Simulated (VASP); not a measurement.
# SiNi (Pmmn) in VASP: notebook, part 2 of 2

VASP 6.6.1. The steps go on from the part before.

### Step 4. Single point, PBE

File INCAR:

```
SYSTEM = SiNi
ALGO     = Normal         ! electronic algorithm
EDIFF    = 1E-7           ! SCF threshold, eV
ENCUT    = 520            ! plane-wave cutoff, eV
GGA      = PE             ! functional
ISIF     = 2              ! what is computed and relaxed
ISMEAR   = 0              ! smearing method
LASPH    = .True.         ! aspherical terms in the spheres
LCHARG   = .False.        ! write CHGCAR
LREAL    = .False.        ! projectors in reciprocal space
LWAVE    = .False.        ! write WAVECAR
NBANDS   = 22             ! bands
NELM     = 60             ! most SCF steps
PREC     = Accurate       ! precision mode
SIGMA    = 0.1            ! smearing width, eV
```

File KPOINTS:

```
k-points
0
Gamma
  16 14 10
  0 0 0
```

File POSCAR:

```
SiNi
1.0
    3.0266200000      0.0000000000      0.0000000000
    0.0000000000      3.2735000000      0.0000000000
    0.0000000000      0.0000000000      4.6977600000
Si Ni
2 2
Direct
    0.5000000000      0.5000000000      0.8423000000
    0.0000000000      0.0000000000      0.1577000000
    0.5000000000      0.5000000000      0.3442200000
    0.0000000000      0.0000000000      0.6557800000
```

Potentials or basis: VASP PAW PBE potentials, release 64 (Si, Ni).

Run with:

```bash
> cat potpaw_PBE.64/Si/POTCAR potpaw_PBE.64/Ni/POTCAR > POTCAR
> mpirun -np 1 vasp_std > vasp.out
```

OUTCAR:

```text
SYSTEM = SiNi
   EDIFF = 1E-7
   ENCUT = 520
   GGA = PE
   ISIF = 2
   ISMEAR = 0
   LASPH = .True.
   LREAL = .False.
   NELM = 60
   PREC = Accurate

 ion  position               nearest neighbor table
   1  0.500  0.500  0.842-   3 2.34   3 2.36   4 2.40   4 2.40   4 2.40   4 2.40   2 2.68   2 2.68
                             2 2.68   2 2.68
   2  0.000  0.000  0.158-   4 2.34   4 2.36   3 2.40   3 2.40   3 2.40   3 2.40   1 2.68   1 2.68
                             1 2.68   1 2.68
   3  0.500  0.500  0.344-   1 2.34   1 2.36   2 2.40   2 2.40   2 2.40   2 2.40   4 2.67   4 2.67
                             4 2.67   4 2.67
   4  0.000  0.000  0.656-   2 2.34   2 2.36   1 2.40   1 2.40   1 2.40   1 2.40   3 2.67   3 2.67
                             3 2.67   3 2.67

  LATTYP: Found a simple orthorhombic cell.
 ALAT       =     3.0266200000
 B/A-ratio  =     1.0815695396
 C/A-ratio  =     1.5521472798

  Lattice vectors:

 A1 = (   3.0266200000,   0.0000000000,   0.0000000000)
 A2 = (   0.0000000000,   3.2735000000,   0.0000000000)
 A3 = (   0.0000000000,   0.0000000000,   4.6977600000)

Analysis of symmetry for initial positions (statically):
=====================================================================
 Subroutine PRICEL returns:
 Original cell was already a primitive cell.

 Routine SETGRP: Setting up the symmetry group for a
 simple orthorhombic supercell.

 Subroutine GETGRP returns: Found  8 space group operations
 (whereof  4 operations were pure point group operations)
 out of a pool of  8 trial point group operations.

The static configuration has the point symmetry C_2v.
 The point group associated with its full space group is D_2h.

Analysis of symmetry for dynamics (positions and initial velocities):
=====================================================================
 Subroutine PRICEL returns:
 Original cell was already a primitive cell.

 Routine SETGRP: Setting up the symmetry group for a
 simple orthorhombic supercell.
[... 129 lines left out ...]
     AMIX     =   0.40;   BMIX     =  1.00
     AMIX_MAG =   1.60;   BMIX_MAG =  1.00
  volume/ion in A,a.u.               =      11.64        78.52
  Fermi-wavevector in a.u.,A,eV,Ry     =   1.381997  2.611596 25.985987  1.909916
  Thomas-Fermi vector in A             =   2.506729
   LORBIT       =      0    0 simple, 1 ext, 2 COOP (PROOUT), +10 PAW based schemes
   GGA     = PE    functional components
   LHFCALC =     F    Hartree Fock is set to
   AEXX    =    0.0000 exact exchange contribution
   IVDW    =     0    specifies the selected vdW correction
   LEPSILON=     F    determine dielectric tensor
   LRPA    =     F    only Hartree local field effects (RPA)
 non-spin polarized calculation
 Gauss-broadening in eV      SIGMA  =   0.10
  energy-cutoff  :      520.00
  volume of cell :       46.54
 maximum number of plane-waves:      1274
 NGX is ok and might be reduce to    24
   NGX = 11   NGY = 13   NGZ = 17

 number of electron      28.0000015 magnetization

 Free energy of the ion-electron system (eV)
  ---------------------------------------------------
  ext. energy  EPLUGINS =         0.00000000
  ---------------------------------------------------
  free energy    TOTEN  =       -23.61199081 eV

  energy without entropy =      -23.60678128  energy(sigma->0) =      -23.60938604

 E-fermi :  11.2619     XC(G=0): -12.4567

 val. band max:       11.2613442229   @ k =   0.1250   0.0000   0.2000
 cond. band min:      11.2645687807   @ k =   0.3125   0.2857   0.1000
 fundamental gap:      0.0032245578
 Fermi energy:        11.2618937704

 k-point     1 :       0.0000    0.0000    0.0000
  band No.  band energies     occupation
      1      -2.5564      2.00000
      2       3.1826      2.00000
      3       4.8351      2.00000
      4       7.1504      2.00000
      5       7.7483      2.00000
      6       8.2956      2.00000
[... 589 lines left out ...]
     21      18.4079      0.00000
     22      21.9909      0.00000

 [... further k-points ...]

------------------------ aborting loop because EDIFF is reached ----------------------------------------

  FORCE on cell =-STRESS in cart. coord.  units (eV):
  Direction    XX          YY          ZZ          XY          YZ          ZX
  --------------------------------------------------------------------------------------
  -------------------------------------------------------------------------------------
  Total        0.2157795      0.3416092      0.4351735      0.0000000      0.0000000      0.0000000
  in kB        7.4277915     11.7592365     14.9800032      0.0000000      0.0000000      0.0000000
  external PRESSURE =      11.3890104 kB  Pullay stress =       0.0000000 kB

 VOLUME and BASIS-vectors are now :
 -----------------------------------------------------------------------------
  energy-cutoff  :      520.00
  volume of cell :       46.54
      direct lattice vectors                 reciprocal lattice vectors
     3.026620000  0.000000000  0.000000000     0.330401570  0.000000000  0.000000000
     0.000000000  3.273500000  0.000000000     0.000000000  0.305483428  0.000000000
     0.000000000  0.000000000  4.697760000     0.000000000  0.000000000  0.212867409

 POSITION                                       TOTAL-FORCE (eV/Angst)
 -----------------------------------------------------------------------------------
      1.51331      1.63675      3.95692         0.000000      0.000000      0.100134
      0.00000      0.00000      0.74084         0.000000      0.000000     -0.100134
      1.51331      1.63675      1.61706         0.000000      0.000000     -0.120662
      0.00000      0.00000      3.08070         0.000000      0.000000      0.120662
 -----------------------------------------------------------------------------------
    total drift:                                0.000000      0.000000      0.000000

  FREE ENERGIE OF THE ION-ELECTRON SYSTEM (eV)
  ---------------------------------------------------
  free  energy   TOTEN  =       -23.6119908112 eV

  energy  without entropy=      -23.6067812755  energy(sigma->0) =      -23.60938604
```

OSZICAR:

```text
N       E                     dE             d eps       ncg     rms          rms(c)
DAV:   1     0.141788136328E+03    0.14179E+03   -0.12358E+04 19016   0.150E+03
DAV:   2    -0.190722483630E+02   -0.16086E+03   -0.15183E+03 19248   0.285E+02
DAV:   3    -0.268501306379E+02   -0.77779E+01   -0.75782E+01 22898   0.744E+01
DAV:   4    -0.270235746974E+02   -0.17344E+00   -0.17320E+00 21886   0.100E+01
DAV:   5    -0.270288407416E+02   -0.52660E-02   -0.52652E-02 23512   0.186E+00    0.195E+01
DAV:   6    -0.320498309721E+02   -0.50210E+01   -0.55776E+01 22364   0.143E+02    0.268E+01
DAV:   7    -0.236579747205E+02    0.83919E+01   -0.20503E+01 21976   0.903E+01    0.389E+00
DAV:   8    -0.236517273650E+02    0.62474E-02   -0.18853E+00 28908   0.147E+01    0.236E+00
DAV:   9    -0.236125819127E+02    0.39145E-01   -0.17234E-01 25884   0.600E+00    0.449E-01
DAV:  10    -0.236124596524E+02    0.12226E-03   -0.48863E-03 26678   0.844E-01    0.281E-01
DAV:  11    -0.236120107297E+02    0.44892E-03   -0.85615E-04 28510   0.464E-01    0.538E-02
DAV:  12    -0.236119992748E+02    0.11455E-04   -0.62350E-05 23698   0.739E-02    0.289E-02
DAV:  13    -0.236119918453E+02    0.74295E-05   -0.94317E-06 30148   0.430E-02    0.105E-02
DAV:  14    -0.236119910086E+02    0.83668E-06   -0.20000E-06 26026   0.967E-03    0.262E-03
DAV:  15    -0.236119906672E+02    0.34141E-06   -0.20091E-07 14456   0.744E-03    0.107E-03
DAV:  16    -0.236119908369E+02   -0.16970E-06   -0.62775E-08 11718   0.415E-03    0.516E-04
DAV:  17    -0.236119908112E+02    0.25664E-07   -0.18857E-08 11382   0.191E-03
   1 F= -.23611991E+02 E0= -.23609386E+02  d E =-.520954E-02
```

It took 2.4 min on 1 thread of Intel Xeon 6975P-C (Granite Rapids), shared host; peak memory 0.46 GiB.

What came out:

```yaml
Free_energy: -23.6120 eV
Pressure: 1.1 GPa
Largest_force: 0.121 eV/Å
Band_gap_on_the_k_mesh: zero (bands 14 and 15 overlap by 2.39 eV)
```

Forces on the atoms (eV/Å):
```
Si   0.000  0.000  0.100
Si   0.000  0.000 -0.100
Ni   0.000  0.000 -0.121
Ni   0.000  0.000  0.121
```

Stress tensor (GPa, compression positive):
```
0.74 0.00 0.00
0.00 1.18 0.00
0.00 0.00 1.50
```

Levels at points of the mesh, in eV from the Fermi level:
```
           k point  band 12  band 13  band 14  band 15  band 16  band 17
(0.00, 0.00, 0.00)    -1.94    -1.93    -1.07     0.77     2.95     5.09
(0.50, 0.00, 0.00)    -2.46    -1.63    -1.63     1.66     1.66     3.51
(0.00, 0.50, 0.00)    -2.21    -2.05    -2.05     1.24     1.24     4.58
(0.50, 0.50, 0.00)    -1.97    -1.62    -1.62     1.49     1.49     2.01
(0.00, 0.00, 0.50)    -1.99     1.26     1.93     2.22     2.52     2.58
(0.50, 0.00, 0.50)    -2.12    -1.46    -1.46     3.76     3.76     5.31
(0.00, 0.50, 0.50)    -1.97    -1.90    -1.90     4.99     4.99     5.28
(0.50, 0.50, 0.50)    -1.99    -1.57    -1.57    -0.37    -0.37     0.96
```

Spin polarisation is off, so any magnetic state and its effect on volume and gap are missing.

### Step 5. The runs side by side

```csv
k mesh,smearing,gap on the mesh (eV),pressure (GPa),largest force (eV/Å)
14 × 12 × 10,fermi-dirac 0.1 eV,none,1.3,0.12
14 × 12 × 10,fermi-dirac 0.5 eV,none,4.9,0.33
16 × 14 × 10,gaussian 0.1 eV,none,1.1,0.12
```

Alike in all rows: task single point; level PBE; potentials or basis VASP PAW PBE potentials, release 64 (Si, Ni); no spin polarisation; cell as given; cutoff (eV) 520.

Caveats: the cell stands under pressure (at least some runs); so wide a smearing shifts energies and pressures (at least some runs).

Total energies depend on the potentials used, so only differences within one code and one set of settings carry meaning.
